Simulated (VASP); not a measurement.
Input of a VASP 6.6.1 run:

The input INCAR:

```
PREC     = Accurate       # precision mode
ENCUT    = 520            # plane-wave cutoff, eV
EDIFF    = 1E-7           # SCF threshold, eV
ISMEAR   = 0              # smearing method
SIGMA    = 0.15           # smearing width, eV
LREAL    = False          # projectors in reciprocal space
LASPH    = True           # aspherical terms in the spheres
NELM     = 60             # most SCF steps
ALGO     = Fast           # electronic algorithm
ISIF     = 2              # what is computed and relaxed
LWAVE    = False          # write WAVECAR
LCHARG   = True           # write CHGCAR
GGA      = PS             # functional
LELF     = True           # ELF
LVHAR    = True         
NBANDS   = 12             # bands
```

File KPOINTS:

```
regular mesh
0
Gamma
  26 26 26
```

Contents of POSCAR:

```
Ti
1.0
    0.0000000000      2.0279211515      1.9772231227
    2.0279211515      0.0000000000      1.9772231227
    2.0279211515      2.0279211515      0.0000000000
Ti
1
Direct
    0.0000000000      0.0000000000      0.0000000000
```

Potentials or basis: VASP PAW PBE potentials, release 64 (Ti_sv).

Launch:

```bash
$ cat potpaw_PBE.64/Ti_sv/POTCAR > POTCAR
$ mpirun -np 1 vasp_std > vasp.out
```

(1) Predict the band gap on the k mesh.

(2) Predict the pressure.

Answers

(1) zero (bands 6 and 7 overlap by 1.45 eV).

(2) 2.8 GPa.

Caveat: the cell differs from its parent crystal (strain +0.000 along x and y, -0.025 along z); the PAW data sets were made with another functional, which shifts forces and pressure a little.
